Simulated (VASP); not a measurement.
# Eu2CoSi3 (P-6m2) in VASP: a series of runs

Eu2CoSi3 is run at these levels: PBE; tasks: single point.

Program: VASP 6.6.1. These are calculated values, not measurements. Logs are shortened: lines on timing, memory, paths and dates and some standing lists are left out, and cuts for length are marked.

### 1 The cell of the first run

It takes space group P-6m2 (No. 187, hexagonal). Conventional cell: a = 4.060 Å, b = 4.060 Å, c = 8.890 Å, α = 90.00°, β = 90.00°, γ = 120.00°. Eu (site symmetry 3m) has 9 Si at 3.17 to 3.29 Å and 3 Co at 3.17 Å and 7 Eu at 4.06 to 4.26 Å within 4.3 Å. Within 3.2 Å of Co (site symmetry -6m2) lie 3 Si at 2.34 Å and 6 Eu at 3.17 Å. Si (site symmetry -6m2) has 3 Si at 2.34 Å within 3.1 Å. Within 3.2 Å of Si (site symmetry -6m2) lie 3 Co at 2.34 Å and 6 Eu at 3.17 Å. Within 3.1 Å of Si (site symmetry -6m2) lie 3 Si at 2.34 Å.

### 2 Single point, PBE, collinear spin, ferromagnetic start

INCAR

```
PREC = Accurate ; ENCUT = 520
EDIFF = 1E-7 ; ISMEAR = -1
SIGMA = 0.05 ; LREAL = False
LASPH = True ; NELM = 150
ALGO = Normal ; ISIF = 2
LWAVE = False ; LCHARG = False
ISPIN = 2 ; MAGMOM = 7 7 2 0 0 0
LORBIT = 11 ; LMAXMIX = 6
GGA = PE ; NBANDS = 40
```

KPOINTS

```
regular mesh
0
Gamma
  8 8 3
```

POSCAR

```
Eu2CoSi3
1.0
    4.0598039371      0.0000000000      0.0000000000
   -2.0299019686      3.5158933440      0.0000000000
    0.0000000000      0.0000000000      8.8896642542
Eu Co Si
2 1 3
Direct
    0.6666666667      0.3333333333      0.2602240000
    0.6666666667      0.3333333333      0.7397760000
    0.0000000000      0.0000000000      0.5000000000
    0.3333333333      0.6666666667      0.0000000000
    0.3333333333      0.6666666667      0.5000000000
    0.0000000000      0.0000000000      0.0000000000
```

Potentials or basis: VASP PAW PBE potentials, release 64 (Eu, Co, Si).

The run is started by

```bash
$ cat potpaw_PBE.64/Eu/POTCAR potpaw_PBE.64/Co/POTCAR potpaw_PBE.64/Si/POTCAR > POTCAR
$ mpirun -np 1 vasp_std > vasp.out
```

OUTCAR:

```text
PREC = Accurate
   ENCUT = 520
   EDIFF = 1E-7
   ISMEAR = -1
   LREAL = False
   LASPH = True
   NELM = 150
   ISIF = 2
   ISPIN = 2
   LORBIT = 11
   GGA = PE

 ion  position               nearest neighbor table
   1  0.667  0.333  0.260-   5 3.17   3 3.17   5 3.17   3 3.17   3 3.17   5 3.17   4 3.29   6 3.29
                             4 3.29   6 3.29   6 3.29   4 3.29
   2  0.667  0.333  0.740-   5 3.17   3 3.17   5 3.17   3 3.17   3 3.17   5 3.17   4 3.29   6 3.29
                             4 3.29   6 3.29   6 3.29   4 3.29
   3  0.000  0.000  0.500-   5 2.34   5 2.34   5 2.34   1 3.17   2 3.17   2 3.17   1 3.17   2 3.17
                             1 3.17
   4  0.333  0.667  0.000-   6 2.34   6 2.34   6 2.34   1 3.29   2 3.29   1 3.29   2 3.29   1 3.29
                             2 3.29
   5  0.333  0.667  0.500-   3 2.34   3 2.34   3 2.34   1 3.17   2 3.17   1 3.17   2 3.17   1 3.17
                             2 3.17
   6  0.000  0.000  0.000-   4 2.34   4 2.34   4 2.34   1 3.29   2 3.29   2 3.29   1 3.29   2 3.29
                             1 3.29

  LATTYP: Found a hexagonal cell.
 ALAT       =     4.0598039371
 C/A-ratio  =     2.1896782189

  Lattice vectors:

 A1 = (   4.0598039371,   0.0000000000,   0.0000000000)
 A2 = (  -2.0299019686,   3.5158933440,   0.0000000000)
 A3 = (   0.0000000000,   0.0000000000,   8.8896642542)

Analysis of symmetry for initial positions (statically):
=====================================================================
 Subroutine PRICEL returns:
 Original cell was already a primitive cell.

 Routine SETGRP: Setting up the symmetry group for a
 hexagonal supercell.

 Subroutine GETGRP returns: Found 12 space group operations
 (whereof 12 operations were pure point group operations)
 out of a pool of 24 trial point group operations.

The static configuration has the point symmetry D_3h.

Analysis of symmetry for dynamics (positions and initial velocities):
=====================================================================
 Subroutine PRICEL returns:
 Original cell was already a primitive cell.

 Routine SETGRP: Setting up the symmetry group for a
 hexagonal supercell.

 Subroutine GETGRP returns: Found 12 space group operations
 (whereof 12 operations were pure point group operations)
 out of a pool of 24 trial point group operations.

The dynamic configuration has the point symmetry D_3h.

Analysis of structural, dynamic, and magnetic symmetry:
=====================================================================
 Subroutine PRICEL returns:
 Original cell was already a primitive cell.

 Routine SETGRP: Setting up the symmetry group for a
 hexagonal supercell.

 Subroutine GETGRP returns: Found 12 space group operations
 (whereof 12 operations were pure point group operations)
 out of a pool of 24 trial point group operations.

The overall configuration has the point symmetry D_3h.

 Subroutine INISYM returns: Found 12 space group operations
 (whereof 12 operations are pure point group operations),
 and found     1 'primitive' translations

----------------------------------------------------------------------------------------

                                     Primitive cell

  volume of cell :     126.8896

  direct lattice vectors                    reciprocal lattice vectors
     4.059803937  0.000000000  0.000000000     0.246317314  0.142211367  0.000000000
    -2.029901969  3.515893344  0.000000000     0.000000000  0.284422735  0.000000000
     0.000000000  0.000000000  8.889664254     0.000000000  0.000000000  0.112490188

  length of vectors
     4.059803937  4.059803937  8.889664254     0.284422735  0.284422735  0.112490188

  position of ions in fractional coordinates (direct lattice)
     0.666666667  0.333333333  0.260224000
     0.666666667  0.333333333  0.739776000
     0.000000000  0.000000000  0.500000000
     0.333333333  0.666666667  0.000000000
     0.333333333  0.666666667  0.500000000
     0.000000000  0.000000000  0.000000000

  ion indices of the primitive-cell ions
   primitive index   ion index
                 1           1
                 2           2
                 3           3
                 4           4
                 5           5
                 6           6

----------------------------------------------------------------------------------------

 KPOINTS: regular mesh

Automatic generation of k-mesh.
 Grid dimensions read from file:
 generate k-points for:    8    8    3

 Generating k-lattice:

  Cartesian coordinates                     Fractional coordinates (reciprocal lattice)
     0.030789664  0.017776421  0.000000000     0.125000000  0.000000000  0.000000000
     0.000000000  0.035552842  0.000000000     0.000000000  0.125000000  0.000000000
     0.000000000  0.000000000  0.037496729     0.000000000  0.000000000  0.333333333

  Length of vectors
     0.035552842  0.035552842  0.037496729

  Shift w.r.t. Gamma in fractional coordinates (k-lattice)
     0.000000000  0.000000000  0.000000000

 Subroutine IBZKPT returns following result:
 ===========================================

 Found     20 irreducible k-points:

 Following reciprocal coordinates:
            Coordinates               Weight
  0.000000  0.000000  0.000000      1.000000
  0.125000  0.000000  0.000000      6.000000
  0.250000  0.000000  0.000000      6.000000
  0.375000 -0.000000  0.000000      6.000000
  0.500000  0.000000  0.000000      3.000000
  0.125000  0.125000  0.000000      6.000000
[... 12 lines left out ...]
  0.250000  0.250000  0.333333     12.000000
  0.375000  0.250000  0.333333     12.000000
   k-points           NKPTS =     20   k-points in BZ     NKDIM =     20   number of bands    NBANDS=     40
   number of dos      NEDOS =    301   number of ions     NIONS =      6
   total plane-waves  NPLWV =  63000
   dimension x,y,z NGX =    30 NGY =   30 NGZ =   70
   dimension x,y,z NGXF=    60 NGYF=   60 NGZF=  140
   ions per type =               2   1   3
   NGX,Y,Z   is equivalent  to a cutoff of  12.28, 12.28, 13.09 a.u.
   NGXF,Y,Z  is equivalent  to a cutoff of  24.57, 24.57, 26.18 a.u.
 SYSTEM =  unknown system
   PREC   = accura    normal or accurate (medium, high low for compatibility)
   ISTART =      0    job   : 0-new  1-cont  2-samecut
   ICHARG =      2    charge: 1-file 2-atom 10-const
   ISPIN  =      2    spin polarized calculation?
   LNONCOLLINEAR =      F non collinear calculations
   LSORBIT =      F    spin-orbit coupling
   LASPH  =      T    aspherical Exc in radial PAW
   ENCUT  =  520.0 eV  38.22 Ry    6.18 a.u.   7.55  7.55 16.53*2*pi/ulx,y,z
   NELM   =    150;   NELMIN=  2; NELMDL= -5     # of ELM steps
   EDIFF  = 0.1E-06   stopping-criterion for ELM
   LREAL  =      F    real-space projection
   EDIFFG = 0.1E-05   stopping-criterion for IOM
   NSW    =      0    number of steps for IOM
   IBRION =     -1    ionic relax: 0-MD 1-quasi-New 2-CG
   NFREE  =      0    steps in history (QN), initial steepest desc. (CG)
   ISIF   =      2    stress and relaxation
   ISYM   =      2    0-nonsym 1-usesym 2-fastsym
   POTIM  = 0.5000    time-step for ionic-motion
   TEBEG  =    0.0;   TEEND  =   0.0 temperature during run
   PSTRESS=    0.0 pullay stress
   NELECT =      55.0000    total number of electrons
   NUPDOWN=      -1.0000    fix difference up-down
   EMIN   =  10.00;   EMAX   =-10.00  energy-range for DOS
   EFERMI =   0.00;   METHOD = LEGACY
   ISMEAR =    -1;   SIGMA  =   0.05  broadening in eV -4-tet -1-fermi 0-gaus
   EFERMI_NEDOS =   21; number of points for ismear=-14 and -15
   IALGO  =     38    algorithm
   IMIX   =      4    mixing-type and parameters
     AMIX     =   0.40;   BMIX     =  1.00
     AMIX_MAG =   1.60;   BMIX_MAG =  1.00
  volume/ion in A,a.u.               =      21.15       142.72
  Fermi-wavevector in a.u.,A,eV,Ry     =   1.238950  2.341276 20.884895  1.534996
  Thomas-Fermi vector in A             =   2.373454
   LORBIT       =     11    0 simple, 1 ext, 2 COOP (PROOUT), +10 PAW based schemes
   GGA     = PE    functional components
   LHFCALC =     F    Hartree Fock is set to
   AEXX    =    0.0000 exact exchange contribution
   IVDW    =     0    specifies the selected vdW correction
   LEPSILON=     F    determine dielectric tensor
   LRPA    =     F    only Hartree local field effects (RPA)
 spin polarized calculation
  energy-cutoff  :      520.00
  volume of cell :      126.89
 maximum number of plane-waves:      3445
   NGX = 15   NGY = 15   NGZ = 33

 number of electron      54.9999984 magnetization      13.5410873

 Free energy of the ion-electron system (eV)
  ---------------------------------------------------
  ext. energy  EPLUGINS =         0.00000000
  ---------------------------------------------------
  free energy    TOTEN  =       -48.98838786 eV

  energy without entropy =      -48.93397396  energy(sigma->0) =      -48.96118091

 E-fermi :   5.3427     XC(G=0): -10.4060

 val. band max:        5.3403445847   @ k =   0.1250   0.1250   0.3333
 cond. band min:       5.3691709430   @ k =   0.5000   0.0000   0.3333
 fundamental gap:      0.0288263583
 Fermi energy:         5.3427123819

 spin component 1

 k-point     1 :       0.0000    0.0000    0.0000
  band No.  band energies     occupation
      1     -35.8268      1.00000
      2     -35.8242      1.00000
      3     -14.6829      1.00000
      4     -14.5549      1.00000
      5     -14.4251      1.00000
      6     -14.4251      1.00000
[... 31 lines left out ...]
     38       7.1295      0.00000
     39       7.1295      0.00000

 k-point     2 :       0.1250    0.0000    0.0000
  band No.  band energies     occupation
      1     -35.8249      1.00000
      2     -35.8224      1.00000
      3     -14.6715      1.00000
      4     -14.5487      1.00000
      5     -14.4657      1.00000
      6     -14.4544      1.00000
[... 745 lines left out ...]
     38       7.1457      0.00000
     39       8.2121      0.00000

 k-point    20 :       0.3750    0.2500    0.3333
  band No.  band energies     occupation
      1     -35.8119      1.00000
      2     -35.8105      1.00000
      3     -14.6377      1.00000
      4     -14.6267      1.00000
      5     -14.5772      1.00000
      6     -14.5661      1.00000
[... 31 lines left out ...]
     38       7.6472      0.00000
     39       8.3919      0.00000
 Fermi energy:         5.3427123819

 spin component 2

 k-point     1 :       0.0000    0.0000    0.0000
  band No.  band energies     occupation
      1     -32.8125      1.00000
      2     -32.8087      1.00000
      3     -12.6097      1.00000
      4     -12.4091      1.00000
      5     -12.2298      1.00000
      6     -12.2298      1.00000
[... 31 lines left out ...]
     38       9.7771      0.00000
     39       9.7771      0.00000

 k-point     2 :       0.1250    0.0000    0.0000
  band No.  band energies     occupation
      1     -32.8099      1.00000
      2     -32.8063      1.00000
      3     -12.5910      1.00000
      4     -12.4002      1.00000
      5     -12.2855      1.00000
      6     -12.2674      1.00000
[... 745 lines left out ...]
     38       9.8165      0.00000
     39       9.8307      0.00000

 k-point    20 :       0.3750    0.2500    0.3333
  band No.  band energies     occupation
      1     -32.7925      1.00000
      2     -32.7905      1.00000
      3     -12.5122      1.00000
      4     -12.4939      1.00000
      5     -12.4392      1.00000
      6     -12.4159      1.00000
[... 31 lines left out ...]
     38       9.8186      0.00000
     39       9.8410      0.00000
 [bands above 39 left out]

------------------------ aborting loop because EDIFF is reached ----------------------------------------

  FORCE on cell =-STRESS in cart. coord.  units (eV):
  Direction    XX          YY          ZZ          XY          YZ          ZX
  --------------------------------------------------------------------------------------
  -------------------------------------------------------------------------------------
  Total       -2.9027881     -2.9027881     -2.4814226      0.0000000      0.0000000     -0.0000000
  in kB      -36.6521794    -36.6521794    -31.3317904      0.0000000      0.0000000     -0.0000000
  external PRESSURE =     -34.8787164 kB  Pullay stress =       0.0000000 kB

 VOLUME and BASIS-vectors are now :
 -----------------------------------------------------------------------------
  energy-cutoff  :      520.00
  volume of cell :      126.89
      direct lattice vectors                 reciprocal lattice vectors
     4.059803937  0.000000000  0.000000000     0.246317314  0.142211367  0.000000000
    -2.029901969  3.515893344  0.000000000     0.000000000  0.284422735  0.000000000
     0.000000000  0.000000000  8.889664254     0.000000000  0.000000000  0.112490188

 POSITION                                       TOTAL-FORCE (eV/Angst)
 -----------------------------------------------------------------------------------
      2.02990      1.17196      2.31330        -0.000000      0.000000      0.028128
      2.02990      1.17196      6.57636        -0.000000      0.000000     -0.028128
      0.00000      0.00000      4.44483         0.000000      0.000000      0.000000
     -0.00000      2.34393      0.00000         0.000000      0.000000      0.000000
     -0.00000      2.34393      4.44483         0.000000      0.000000      0.000000
      0.00000      0.00000      0.00000         0.000000      0.000000      0.000000
 -----------------------------------------------------------------------------------
    total drift:                                0.000001     -0.000001      0.000000

  FREE ENERGIE OF THE ION-ELECTRON SYSTEM (eV)
  ---------------------------------------------------
  free  energy   TOTEN  =       -48.9883878554 eV

  energy  without entropy=      -48.9339739587  energy(sigma->0) =      -48.96118091

 total charge

# of ion       s       p       d       f       tot
--------------------------------------------------
    1        2.042   5.732   0.400   6.525  14.699
    2        2.042   5.732   0.400   6.525  14.699
    3        0.478   0.368   7.397   0.000   8.242
    4        0.753   0.900   0.000   0.000   1.654
    5        0.777   0.875   0.000   0.000   1.652
    6        0.753   0.901   0.000   0.000   1.654
--------------------------------------------------
tot          6.845  14.508   8.196  13.050  42.599

 magnetization (x)

# of ion       s       p       d       f       tot
--------------------------------------------------
    1       -0.011  -0.107   0.085   6.492   6.459
    2       -0.011  -0.107   0.085   6.492   6.459
    3       -0.010   0.013  -0.150   0.000  -0.147
    4       -0.007  -0.008   0.000   0.000  -0.015
    5       -0.008  -0.005   0.000   0.000  -0.013
    6       -0.007  -0.012   0.000   0.000  -0.019
--------------------------------------------------
tot         -0.052  -0.226   0.020  12.983  12.725
```

It took 9.8 min on 1 thread of Intel Xeon Platinum 8488C (Sapphire Rapids), shared host; peak memory 0.42 GiB.

What came out:

```yaml
Free_energy: -48.9884 eV
Pressure: -3.5 GPa
Largest_force: 0.028 eV/Å
Net_moment: 13.54 μB per cell
Site_moments: Eu +6.46; Co -0.15; Si -0.01, -0.02 (each value once) μB
Valence_electrons_inside_the_program's_atomic_spheres: Eu 14.70; Co 8.24; Si 1.65
```

Forces on the atoms (eV/Å):
```
Eu   0.000  0.000  0.028
Eu   0.000  0.000 -0.028
Co   0.000  0.000  0.000
Si   0.000  0.000  0.000
Si   0.000  0.000  0.000
Si   0.000  0.000  0.000
```

Caveat: the cell stands under tension; spin-orbit coupling is left out, which moves the levels of the heavy elements; semilocal functionals describe open f shells poorly, which spoils levels, moments and volumes. The state reached can hang on the start; a lower one may exist.

### 3 Single point, PBE, collinear spin, ferromagnetic start

This run uses another cell than the first one, of 21.55 Å³/atom.

INCAR

```
SYSTEM = Eu2CoSi3
PREC = Accurate ; ENCUT = 520
EDIFF = 1E-7 ; ISMEAR = -1
SIGMA = 0.05 ; LREAL = .FALSE.
LASPH = .TRUE. ; NELM = 150
ALGO = Normal ; ISIF = 2
LWAVE = .FALSE. ; LCHARG = .FALSE.
ISPIN = 2 ; MAGMOM = 7 7 2 0 0 0
LORBIT = 11 ; LMAXMIX = 6
GGA = PE ; NBANDS = 40
```

KPOINTS

```
Automatic mesh
0
G
  8 8 3
  0 0 0
```

Edit POSCAR of step 2 so:

```diff
@@ -2,5 +2,5 @@
 1.0
-    4.0598039371      0.0000000000      0.0000000000
-   -2.0299019686      3.5158933440      0.0000000000
-    0.0000000000      0.0000000000      8.8896642542
+    4.0856632581      0.0000000000      0.0000000000
+   -2.0428316291      3.5382881729      0.0000000000
+    0.0000000000      0.0000000000      8.9462878461
 Eu Co Si
```

Potentials or basis: VASP PAW PBE potentials, release 64 (Eu, Co, Si).

The run is started by

```bash
$ cat potpaw_PBE.64/Eu/POTCAR potpaw_PBE.64/Co/POTCAR potpaw_PBE.64/Si/POTCAR > POTCAR
$ mpirun -np 1 vasp_std > vasp.out
```

It took 11 min on 1 thread of Intel Xeon Platinum 8488C (Sapphire Rapids), shared host; peak memory 0.41 GiB.

Results (log left out):

| Quantity | Value |
| --- | --- |
| Free energy | -48.9277 eV |
| Pressure | -4.6 GPa |
| Largest force | 0.055 eV/Å |
| Net moment | 13.56 μB per cell |
| Site moments | Eu +6.47; Co -0.15; Si -0.01, -0.02 (each value once) μB |
| Valence electrons inside the program's atomic spheres | Eu 14.69; Co 8.21; Si 1.64 |

Forces on the atoms (eV/Å):
```
Eu   0.000  0.000  0.055
Eu   0.000  0.000 -0.055
Co   0.000  0.000  0.000
Si   0.000  0.000  0.000
Si   0.000  0.000  0.000
Si   0.000  0.000  0.000
```

Stress tensor (GPa, compression positive):
```
-4.95  0.00  0.00
 0.00 -4.95  0.00
 0.00  0.00 -3.93
```

Levels at points of the mesh, in eV from the Fermi level:
Spin up:
```
           k point  band 30  band 31  band 32  band 33  band 34  band 35  band 36  band 37  band 38  band 39
(0.00, 0.00, 0.00)    -0.29    -0.29    -0.29    -0.14     0.02     0.67     0.74     0.74     1.77     1.77
(0.50, 0.00, 0.00)    -0.33    -0.33    -0.30    -0.29    -0.29    -0.12     0.17     0.33     1.87     2.25
```
Spin down:
| k point | band 19 | band 20 | band 21 | band 22 | band 23 | band 24 |
| --- | --- | --- | --- | --- | --- | --- |
| (0.00, 0.00, 0.00) | -1.03 | -0.47 | 0.81 | 0.83 | 0.83 | 1.87 |
| (0.50, 0.00, 0.00) | -1.04 | -1.00 | -0.67 | -0.11 | 0.43 | 2.22 |

Caveat: the cell stands under tension; spin-orbit coupling is left out, which moves the levels of the heavy elements; semilocal functionals describe open f shells poorly, which spoils levels, moments and volumes. The state reached can hang on the start; a lower one may exist.
